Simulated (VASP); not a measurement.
**C: single point with PBE0**

C:

```xyz
2
Lattice="2.0839 -1.2032 0.0000 2.0839 1.2032 0.0000 -1.3509 0.0000 3.4313" Properties=species:S:1:pos:R:3 pbc="T T T"
C    -0.6563    0.0000    3.4310
C     3.4731    0.0000    0.0003
```

```yaml
Program: VASP 6.6.1
Task: single point
Functional: PBE0
Potentials_or_basis: VASP PAW PBE potentials, release 64 (C)
Cutoff: 520 eV
k_mesh: 8 × 8 × 4
Occupations: fermi-dirac, width 0.05 eV
Spin: no spin polarisation
Dipole_correction: no
Grid_for_exact_exchange_PRECFOCK: Normal
Further_INCAR_settings: ALGO = Normal; EDIFF = 1e-07; NBANDS = 11
Share_of_exact_exchange: 0.25
```

- Pressure: 17.6 GPa
- Largest force: 0.008 eV/Å

Forces on the atoms (eV/Å):
```
C   -0.005  0.000  0.006
C    0.005  0.000 -0.006
```

Stress tensor (GPa, compression positive):
```
25.51  0.00 -0.07
 0.00 25.45  0.00
-0.07  0.00  1.86
```

It took 21 min on 1 thread of Intel(R) Xeon(R) Platinum 8259CL CPU @ 2.50GHz (Skylake/Cascade Lake), with other jobs on the host, peak memory 0.14 GiB.

Caveat: the k points lie up to 0.46 Å⁻¹ apart; this functional lacks dispersion, which binds the layers, so the pressure and a relaxed spacing across them are unreliable; the PAW data sets were made with another functional, which shifts forces and pressure a little.
